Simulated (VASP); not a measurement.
Runs of VASP 6.6.1 on Ti. The structure is that of space group Im-3m (No. 229), or close to it. The cells are those of the table. 

```tsv
cell	gap on the mesh (eV)	pressure (GPa)
a = 2.828 Å, angles 110.3, 110.3, 107.8°, 1 atom	none	-9.5
a = 2.885 Å, angles 109.5°, 1 atom	none	-14.1
a = 2.913 Å, angles 109.1, 109.1, 110.3°, 1 atom	none	-16.0
a = 2.899 Å, angles 109.9, 109.9, 108.7°, 1 atom	none	-15.1
a = 2.757 Å, angles 109.5°, 1 atom	none	-2.1
a = 2.871 Å, angles 110.3, 110.3, 107.9°, 1 atom	none	(a)
a = 2.786 Å, angles 109.1, 109.1, 110.3°, 1 atom	none	(b)
a = 2.828 Å, angles 109.1, 109.1, 110.3°, 1 atom	none	-9.6
```

Alike in all rows: task single point; level LDA; potentials or basis VASP PAW LDA potentials, release 64 (Ti_sv); no spin polarisation; k mesh 20 × 20 × 20; cutoff (eV) 520; smearing gaussian 0.15 eV.

Task: Fill in the values left out.

Result: (a) -13.1; (b) -5.3.

A gap of «none» marks levels without a gap at the run's occupations.
